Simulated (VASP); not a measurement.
# ZrB2 (P6/mmm) in VASP: settings compared, part 2 of 2

VASP 6.6.1. The steps go on from the part before.

## 3. Relaxation of cell and atoms, r2SCAN

POSCAR

```
ZrB2
1.0
    3.1701252778      0.0000000000      0.0000000000
   -1.5850626389      2.7454090237      0.0000000000
    0.0000000000      0.0000000000      3.5440922133
Zr B
1 2
Direct
    0.0000000000      0.0000000000      0.0000000000
    0.3333333333      0.6666666667      0.5000000000
    0.6666666667      0.3333333333      0.5000000000
```

INCAR.step1

```
PREC = Accurate ; ENCUT = 600
ISMEAR = -1 ; SIGMA = 0.02
LREAL = F ; LASPH = T
NELM = 80 ; GGA = PE
ALGO = Normal ; EDIFF = 1E-4
LWAVE = T ; LCHARG = F
```

INCAR.step2

```
PREC = Accurate ; ENCUT = 600
EDIFF = 1E-6 ; ISMEAR = -1
SIGMA = 0.02 ; LREAL = F
LASPH = T ; NELM = 80
ALGO = Normal ; ISIF = 3
LWAVE = F ; LCHARG = F
METAGGA = R2SCAN ; LMIXTAU = T
IBRION = 2 ; NSW = 80
EDIFFG = -0.005 ; ISTART = 1
```

KPOINTS

```
Automatic mesh
0
Gamma
  12 12 6
```

Potentials or basis: VASP PAW PBE potentials, release 64 (Zr_sv, B).

Command:

```sh
> cat potpaw_PBE.64/Zr_sv/POTCAR potpaw_PBE.64/B/POTCAR > POTCAR
> cp INCAR.step1 INCAR
> mpirun -np 1 vasp_std > vasp.out
> cp INCAR.step2 INCAR
> mpirun -np 1 vasp_std > vasp.out
```

OUTCAR:

```text
PREC = Accurate
   ENCUT = 600
   EDIFF = 1E-6
   ISMEAR = -1
   LREAL = F
   LASPH = T
   NELM = 80
   ISIF = 3
   METAGGA = R2SCAN
   IBRION = 2
   NSW = 80
   EDIFFG = -0.005
   ISTART = 1

 ion  position               nearest neighbor table
   1  0.000  0.000  0.000-   2 2.55   3 2.55   2 2.55   3 2.55   2 2.55   2 2.55   3 2.55   3 2.55
                             3 2.55   3 2.55   2 2.55   2 2.55
   2  0.333  0.667  0.500-   3 1.83   3 1.83   3 1.83   1 2.55   1 2.55   1 2.55   1 2.55   1 2.55
                             1 2.55
   3  0.667  0.333  0.500-   2 1.83   2 1.83   2 1.83   1 2.55   1 2.55   1 2.55   1 2.55   1 2.55
                             1 2.55

  LATTYP: Found a hexagonal cell.
 ALAT       =     3.1701252778
 C/A-ratio  =     1.1179659801

  Lattice vectors:

 A1 = (   3.1701252778,   0.0000000000,   0.0000000000)
[... 277 lines left out ...]
      5      -3.0235      2.00000
      6       7.8741      2.00000
      7       7.8741      2.00000
      8       7.9136      2.00000
      9       7.9374      2.00000
     10      14.1955      0.00000
     11      14.1955      0.00000
     12      14.9588      0.00000
     13      14.9588      0.00000
[... 354 lines left out ...]
  band No.  band energies     occupation
      1     -39.7392      2.00000
      2     -17.4933      2.00000
      3     -17.2693      2.00000
      4     -16.9109      2.00000
      5      -0.7594      2.00000
      6       3.6284      2.00000
      7       6.8007      2.00000
      8       7.1524      2.00000
      9       8.2834      2.00000
     10      12.4811      0.00000
     11      13.4752      0.00000
     12      14.9068      0.00000
     13      15.4159      0.00000

 [... further k-points ...]

------------------------ aborting loop because EDIFF is reached ----------------------------------------

  FORCE on cell =-STRESS in cart. coord.  units (eV):
  Direction    XX          YY          ZZ          XY          YZ          ZX
  --------------------------------------------------------------------------------------
  -------------------------------------------------------------------------------------
  Total       -0.0030704     -0.0030704     -0.0028024      0.0000000      0.0000000      0.0000000
  in kB       -0.1593925     -0.1593925     -0.1454805      0.0000000      0.0000000      0.0000000
  external PRESSURE =      -0.1547552 kB  Pullay stress =       0.0000000 kB
[... 18 lines left out ...]
  FREE ENERGIE OF THE ION-ELECTRON SYSTEM (eV)
  ---------------------------------------------------
  free  energy   TOTEN  =       -40.6459253948 eV

  energy  without entropy=      -40.6456129049  energy(sigma->0) =      -40.64576915

 reached required accuracy - stopping structural energy minimisation
```

OUTCAR.step1:

```text
PREC = Accurate
   ENCUT = 600
   ISMEAR = -1
   LREAL = F
   LASPH = T
[... 612 lines left out ...]
      0.00000      0.00000      0.00000        -0.000000      0.000000     -0.000000
     -0.00000      1.83027      1.77205        -0.000000      0.000000     -0.000000
      1.58506      0.91514      1.77205         0.000000     -0.000000      0.000000
 -----------------------------------------------------------------------------------
    total drift:                               -0.000000      0.000000      0.000000

  FREE ENERGIE OF THE ION-ELECTRON SYSTEM (eV)
  ---------------------------------------------------
  free  energy   TOTEN  =       -24.9872118695 eV

  energy  without entropy=      -24.9868991613  energy(sigma->0) =      -24.98705552
```

Wall time 3.3 min (1 thread of AMD EPYC 9R45 (Zen 5), shared host); peak memory 0.16 GiB.

What came out:

```yaml
Free_energy: -40.6459 eV
Relaxed_volume: 10.29 Å³/atom
Relaxed_cell: a = 3.167 Å, b = 3.167 Å, c = 3.554 Å, α = 90.00°, β = 90.00°, γ = 120.00°
Space_group_after_relaxing_to_0.05_Å: P6/mmm (No. 191)
Energy_gained_by_relaxing: 0.1 meV/atom
Ionic_steps: 3
Pressure_after_relaxing: 0.0 GPa
Band_gap_on_the_k_mesh: zero (band 9 reaches 11.47 eV, above the bottom of band 10 at 9.99 eV)
```

Step by step:
```tsv
step	energy change (eV)	largest force (eV/Å)	pressure (GPa)	volume (Å³)
1	0.0000	0.0000	0.07	30.85
2	-0.0003	0.0000	-0.03	30.87
3	-0.0003	0.0000	-0.02	30.86
```

Final structure:
```xyz
3
Lattice="3.1668 0.0000 0.0000 -1.5834 2.7426 0.0000 0.0000 0.0000 3.5535" Properties=species:S:1:pos:R:3 pbc="T T T"
Zr   -1.5834    2.7426    0.0000
B     0.0000    1.8284    1.7768
B     1.5834    0.9142    1.7768
```

Caveat: the PAW data sets were made with another functional, which shifts forces and pressure a little.

## 4. Single point, PBE

INCAR

```
ALGO     = Normal         # electronic algorithm
EDIFF    = 1E-6           # SCF threshold, eV
ENCUT    = 500            # plane-wave cutoff, eV
GGA      = PE             # functional
GGA_COMPAT= False        
ISIF     = 2              # what is computed and relaxed
ISMEAR   = -1             # smearing method
LASPH    = True           # aspherical terms in the spheres
LCHARG   = False          # write CHGCAR
LREAL    = False          # projectors in reciprocal space
LWAVE    = False          # write WAVECAR
NBANDS   = 16             # bands
NELM     = 120            # most SCF steps
PREC     = Accurate       # precision mode
SIGMA    = 0.02           # smearing width, eV
```

KPOINTS

```
k-points
0
Gamma
  12 12 8
```

POSCAR

```
ZrB2
1.0
    3.1664731896      0.0000000000      0.0000000000
   -1.5832365948      2.7422462226      0.0000000000
    0.0000000000      0.0000000000      3.5529409645
Zr B
1 2
Direct
    0.0000000000      0.0000000000      0.0000000000
    0.3333333333      0.6666666667      0.5000000000
    0.6666666667      0.3333333333      0.5000000000
```

Potentials or basis: VASP PAW PBE potentials, release 64 (Zr_sv, B).

Command:

```sh
> cat potpaw_PBE.64/Zr_sv/POTCAR potpaw_PBE.64/B/POTCAR > POTCAR
> mpirun -np 1 vasp_std > vasp.out
```

OUTCAR:

```text
EDIFF = 1E-6
   ENCUT = 500
   GGA = PE
   ISIF = 2
   ISMEAR = -1
   LASPH = True
   LREAL = False
   NELM = 120
   PREC = Accurate

 ion  position               nearest neighbor table
   1  0.000  0.000  0.000-   2 2.55   3 2.55   2 2.55   3 2.55   3 2.55   3 2.55   2 2.55   2 2.55
                             3 2.55   3 2.55   2 2.55   2 2.55
   2  0.333  0.667  0.500-   3 1.83   3 1.83   3 1.83   1 2.55   1 2.55   1 2.55   1 2.55   1 2.55
                             1 2.55
   3  0.667  0.333  0.500-   2 1.83   2 1.83   2 1.83   1 2.55   1 2.55   1 2.55   1 2.55   1 2.55
                             1 2.55

  LATTYP: Found a hexagonal cell.
 ALAT       =     3.1664731896
 C/A-ratio  =     1.1220499122

  Lattice vectors:

 A1 = (   3.1664731896,   0.0000000000,   0.0000000000)
 A2 = (  -1.5832365948,   2.7422462226,   0.0000000000)
 A3 = (   0.0000000000,   0.0000000000,   3.5529409645)

Analysis of symmetry for initial positions (statically):
=====================================================================
 Subroutine PRICEL returns:
 Original cell was already a primitive cell.

 Routine SETGRP: Setting up the symmetry group for a
 hexagonal supercell.

 Subroutine GETGRP returns: Found 24 space group operations
 (whereof 24 operations were pure point group operations)
 out of a pool of 24 trial point group operations.

The static configuration has the point symmetry D_6h.

Analysis of symmetry for dynamics (positions and initial velocities):
=====================================================================
 Subroutine PRICEL returns:
 Original cell was already a primitive cell.

 Routine SETGRP: Setting up the symmetry group for a
 hexagonal supercell.

 Subroutine GETGRP returns: Found 24 space group operations
 (whereof 24 operations were pure point group operations)
 out of a pool of 24 trial point group operations.

The dynamic configuration has the point symmetry D_6h.
[... 119 lines left out ...]
   IMIX   =      4    mixing-type and parameters
     AMIX     =   0.40;   BMIX     =  1.00
     AMIX_MAG =   1.60;   BMIX_MAG =  1.00
  volume/ion in A,a.u.               =      10.28        69.40
  Fermi-wavevector in a.u.,A,eV,Ry     =   1.367967  2.585083 25.461036  1.871333
  Thomas-Fermi vector in A             =   2.493973
   LORBIT       =      0    0 simple, 1 ext, 2 COOP (PROOUT), +10 PAW based schemes
   GGA     = PE    functional components
   LHFCALC =     F    Hartree Fock is set to
   AEXX    =    0.0000 exact exchange contribution
   IVDW    =     0    specifies the selected vdW correction
   LEPSILON=     F    determine dielectric tensor
   LRPA    =     F    only Hartree local field effects (RPA)
 non-spin polarized calculation
  energy-cutoff  :      500.00
  volume of cell :       30.85
 maximum number of plane-waves:       796
 NGX is ok and might be reduce to    24
   NGX = 11   NGY = 11   NGZ = 13

 number of electron      18.0000000 magnetization

 Free energy of the ion-electron system (eV)
  ---------------------------------------------------
  ext. energy  EPLUGINS =         0.00000000
  ---------------------------------------------------
  free energy    TOTEN  =       -24.98206765 eV

  energy without entropy =      -24.98177885  energy(sigma->0) =      -24.98192325

 E-fermi :  10.4090     XC(G=0): -12.4262

 val. band max:       10.2620184472   @ k =   0.0833   0.0833   0.3750
 cond. band min:      10.4157212404   @ k =   0.1667   0.1667   0.1250
 fundamental gap:      0.1537027932
 Fermi energy:        10.4089600690

 k-point     1 :       0.0000    0.0000    0.0000
  band No.  band energies     occupation
      1     -38.1686      2.00000
      2     -16.3558      2.00000
      3     -15.7954      2.00000
      4     -15.7954      2.00000
      5      -2.2338      2.00000
      6       7.8909      2.00000
[... 433 lines left out ...]
      3     -16.2691      2.00000
      4     -15.9521      2.00000
      5      -0.1604      2.00000
      6       4.0317      2.00000
[... 8 lines left out ...]
     15      18.0294      0.00000
     16      21.1206      0.00000

 [... further k-points ...]

------------------------ aborting loop because EDIFF is reached ----------------------------------------

  FORCE on cell =-STRESS in cart. coord.  units (eV):
  Direction    XX          YY          ZZ          XY          YZ          ZX
  --------------------------------------------------------------------------------------
  -------------------------------------------------------------------------------------
  Total        0.1065939      0.1065939     -0.1064927      0.0000000      0.0000000      0.0000000
  in kB        5.5357001      5.5357001     -5.5304467      0.0000000      0.0000000      0.0000000
  external PRESSURE =       1.8469845 kB  Pullay stress =       0.0000000 kB

 VOLUME and BASIS-vectors are now :
 -----------------------------------------------------------------------------
  energy-cutoff  :      500.00
  volume of cell :       30.85
      direct lattice vectors                 reciprocal lattice vectors
     3.166473190  0.000000000  0.000000000     0.315808769  0.182332278  0.000000000
    -1.583236595  2.742246223  0.000000000     0.000000000  0.364664556  0.000000000
     0.000000000  0.000000000  3.552940964     0.000000000  0.000000000  0.281456970

 POSITION                                       TOTAL-FORCE (eV/Angst)
 -----------------------------------------------------------------------------------
      0.00000      0.00000      0.00000         0.000000      0.000000      0.000000
     -0.00000      1.82816      1.77647        -0.000000      0.000000      0.000000
      1.58324      0.91408      1.77647         0.000000     -0.000000      0.000000
 -----------------------------------------------------------------------------------
    total drift:                               -0.000000      0.000000     -0.000000

  FREE ENERGIE OF THE ION-ELECTRON SYSTEM (eV)
  ---------------------------------------------------
  free  energy   TOTEN  =       -24.9820676531 eV

  energy  without entropy=      -24.9817788542  energy(sigma->0) =      -24.98192325
```

OSZICAR:

```text
N       E                     dE             d eps       ncg     rms          rms(c)
DAV:   1     0.985497524434E+02    0.98550E+02   -0.93970E+03  3040   0.109E+03
DAV:   2    -0.236886022612E+02   -0.12224E+03   -0.11762E+03  3936   0.283E+02
DAV:   3    -0.276295828174E+02   -0.39410E+01   -0.39227E+01  4680   0.434E+01
DAV:   4    -0.276807501876E+02   -0.51167E-01   -0.51161E-01  3648   0.474E+00
DAV:   5    -0.276816713664E+02   -0.92118E-03   -0.92116E-03  4640   0.451E-01    0.213E+01
DAV:   6    -0.250259704295E+02    0.26557E+01   -0.59857E+00  3976   0.161E+01    0.854E+00
DAV:   7    -0.249833039636E+02    0.42666E-01   -0.61226E-01  4144   0.488E+00    0.315E+00
DAV:   8    -0.249863299341E+02   -0.30260E-02   -0.94938E-02  3664   0.246E+00    0.403E-01
DAV:   9    -0.249823875456E+02    0.39424E-02   -0.20209E-02  3736   0.104E+00    0.216E-01
DAV:  10    -0.249820607361E+02    0.32681E-03   -0.17951E-03  3592   0.383E-01    0.360E-02
DAV:  11    -0.249820698243E+02   -0.90883E-05   -0.61361E-05  3832   0.750E-02    0.106E-02
DAV:  12    -0.249820675994E+02    0.22249E-05   -0.27883E-06  3592   0.143E-02    0.595E-03
DAV:  13    -0.249820676531E+02   -0.53687E-07   -0.23640E-07  1848   0.481E-03
   1 F= -.24982068E+02 E0= -.24981923E+02  d E =-.288799E-03
```

Wall time 50 s (1 thread of Intel Xeon 8259CL, shared host); peak memory 0.17 GiB.

What came out:

| Quantity | Value |
| --- | --- |
| Free energy | -24.9821 eV |
| Pressure | 0.2 GPa |
| Band gap on the k mesh | zero (band 9 reaches 11.12 eV, above the bottom of band 10 at 9.93 eV) |

## 5. Single point, r2SCAN

POSCAR is that of step 4.

INCAR.step1

```
PREC = Accurate ; ENCUT = 550
ISMEAR = -1 ; SIGMA = 0.02
LREAL = False ; LASPH = True
NELM = 120 ; NBANDS = 16
GGA = PE ; ALGO = Normal
EDIFF = 1E-5 ; LWAVE = True
LCHARG = False ; GGA_COMPAT = False
```

INCAR.step2

```
PREC = Accurate ; ENCUT = 550
EDIFF = 1E-6 ; ISMEAR = -1
SIGMA = 0.02 ; LREAL = False
LASPH = True ; NELM = 120
ALGO = Normal ; ISIF = 2
LWAVE = False ; LCHARG = False
METAGGA = R2SCAN ; LMIXTAU = True
NBANDS = 16 ; ISTART = 1
GGA_COMPAT = False
```

KPOINTS

```
Automatic mesh
0
Gamma
  12 12 8
```

Command:

```sh
> cat potpaw_PBE.64/Zr_sv/POTCAR potpaw_PBE.64/B/POTCAR > POTCAR
> cp INCAR.step1 INCAR
> mpirun -np 1 vasp_std > vasp.out
> cp INCAR.step2 INCAR
> mpirun -np 1 vasp_std > vasp.out
```

Wall time 2.9 min (1 thread of Intel Xeon 8259CL, shared host); peak memory 0.19 GiB.

The run converged. Its results:

```yaml
Free_energy: -40.6419 eV
Pressure: 0.1 GPa
Band_gap_on_the_k_mesh: zero (band 9 reaches 11.28 eV, above the bottom of band 10 at 9.99 eV)
```

Stress tensor (GPa, compression positive):
```
0.05 0.00 0.00
0.00 0.05 0.00
0.00 0.00 0.15
```

Levels at points of the mesh, in eV from the Fermi level:
| k point | band 5 | band 6 | band 7 | band 8 | band 9 | band 10 | band 11 | band 12 | band 13 | band 14 |
| --- | --- | --- | --- | --- | --- | --- | --- | --- | --- | --- |
| (0.00, 0.00, 0.00) | -13.54 | -2.64 | -2.64 | -2.59 | -2.57 | 3.69 | 3.69 | 4.45 | 4.45 | 5.10 |
| (0.50, 0.00, 0.00) | -9.44 | -9.14 | -4.08 | -3.19 | -2.68 | 2.35 | 2.52 | 5.26 | 5.32 | 6.78 |
| (0.00, 0.00, 0.50) | -11.50 | -7.32 | -0.93 | -0.93 | 0.52 | 0.52 | 0.94 | 0.94 | 1.96 | 5.42 |
| (0.50, 0.00, 0.50) | -10.55 | -7.47 | -4.76 | -4.28 | -2.18 | 3.97 | 4.32 | 5.62 | 6.48 | 6.83 |

Caveat: the PAW data sets were made with another functional, which shifts forces and pressure a little.

## 6. The runs side by side

| task | level | cell | k mesh | cutoff (eV) | gap on the mesh (eV) | pressure (GPa) |
| --- | --- | --- | --- | --- | --- | --- |
| single point | r2SCAN | a = 3.166, b = 3.166, c = 3.553 Å, angles 90.0, 90.0, 120.0°, 3 atoms | 12 × 12 × 6 | 520 | none | 0.1 |
| relaxation of cell and atoms | r2SCAN | relaxed from a = 3.170, b = 3.170, c = 3.544 Å, angles 90.0, 90.0, 120.0°, 3 atoms | 12 × 12 × 6 | 600 | none | 0.0 |
| single point | PBE | a = 3.166, b = 3.166, c = 3.553 Å, angles 90.0, 90.0, 120.0°, 3 atoms | 12 × 12 × 8 | 500 | none | 0.2 |
| single point | r2SCAN | a = 3.166, b = 3.166, c = 3.553 Å, angles 90.0, 90.0, 120.0°, 3 atoms | 12 × 12 × 8 | 550 | none | 0.1 |

Alike in all rows: potentials or basis VASP PAW PBE potentials, release 64 (Zr_sv, B); no spin polarisation; smearing fermi-dirac 0.02 eV.

Every run on the cell as given and a fine mesh finds a metal.

Caveats: the PAW data sets were made with another functional, which shifts forces and pressure a little (some runs).

Absolute energies hang on the potentials; compare differences alone.
